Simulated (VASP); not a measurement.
Set up this calculation in VASP 6.6.1, as the native input.

```
Task                   : relaxation of cell and atoms
Functional             : PBE
Potentials or basis    : VASP PAW PBE potentials, release 64 (Al, As)
Cutoff                 : 600 eV
k mesh                 : 6 × 6 × 4
Occupations            : gaussian, width 0.1 eV
Spin                   : no spin polarisation
Dipole correction      : no
Further INCAR settings : ALGO = Normal; EDIFF = 1e-06; IBRION = 2; EDIFFG = -0.04; NSW = 90; ISIF = 3
```

The structure of AlAs5 lies in POSCAR:

```
AlAs5
1.0
    5.2688656386      0.0000000000      0.0000000000
   -2.6344328193      4.5629714922      0.0000000000
    0.0000000000      0.0000000000      4.8090668466
Al As
1 5
Direct
    0.0000000000      0.0000000000      0.5000000000
    0.0000000000      0.2855101412      0.0000000000
    0.7144898588      0.7144898588      0.0000000000
    0.2855101412      0.0000000000      0.0000000000
    0.6666666667      0.3333333333      0.5000000000
    0.3333333333      0.6666666667      0.5000000000
```

The cell was built from a structure type or drawn by symmetry, and may not be a known phase.

The input as run:

INCAR

```
SYSTEM = AlAs5
ALGO = Normal
EDIFF = 1E-6
EDIFFG = -0.04
ENCUT = 600
GGA = PE
IBRION = 2
ISIF = 3
ISMEAR = 0
LASPH = .True.
LCHARG = .False.
LREAL = .False.
LWAVE = .False.
NELM = 100
NSW = 90
PREC = Accurate
SIGMA = 0.1
```

KPOINTS

```
k-points
0
Gamma
  6 6 4
  0 0 0
```

Potentials or basis: VASP PAW PBE potentials, release 64 (Al, As).

Run with:

```sh
$ cat potpaw_PBE.64/Al/POTCAR potpaw_PBE.64/As/POTCAR > POTCAR
$ mpirun -np 1 vasp_std > vasp.out
```

It gave:

```yaml
Relaxed_volume: 19.76 Å³/atom
Relaxed_cell: a = 5.170 Å, b = 5.170 Å, c = 5.123 Å, α = 90.00°, β = 90.00°, γ = 120.00°
Space_group_after_relaxing_to_0.1_Å: P-62m (No. 189)
Energy_gained_by_relaxing: 9.3 meV/atom
Ionic_steps: 13
Pressure_after_relaxing: 0.1 GPa
Largest_force_after_relaxing: 0.037 eV/Å
```

Caveat: the highest band is partly filled, so the run has too few bands.

It took 5.1 min on 1 thread of Intel(R) Xeon(R) Platinum 8488C (Sapphire Rapids) (shared host), peak memory 0.27 GiB.
